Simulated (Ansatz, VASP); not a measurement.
# One calculation of BiTe, two programs

```xyz
2
Lattice="0.0000 3.2350 3.1703 3.2350 0.0000 3.1703 3.2350 3.2350 0.0000" Properties=species:S:1:pos:R:3 pbc="T T T"
Bi    0.0000    0.0000    0.0000
Te    3.2350    3.2350    3.1703
```

Change from the starting cell: z stretched by -2 %, ions relaxed.

Alike in both runs: functional PBE; k mesh 13 × 13 × 13; occupations fermi-dirac, width 0.05 eV; no spin polarisation.

Ansatz relaxed the structure, and its values are those at the end. VASP's run is a single point on that final structure, the one shown.

```csv
,VASP,Ansatz
version,VASP 6.6.1,Ansatz 0.2.0
potentials or method,"VASP PAW PBE potentials, release 64 (Bi_d, Te)","plane-wave PAW, scalar-relativistic"
plane-wave cutoff (eV),520,420
valence electrons in the cell,21,31
```

|  | VASP | Ansatz | Ansatz less VASP |
| --- | --- | --- | --- |
| pressure (GPa) | 1.8 | 1.9 | +0.07 |

VASP's potentials hold 21 valence electrons a cell and Ansatz's 31, so a difference there can come from the potentials and not from the codes. Ansatz's warnings: stress scf threshold loose.

Spin-orbit coupling is off throughout.
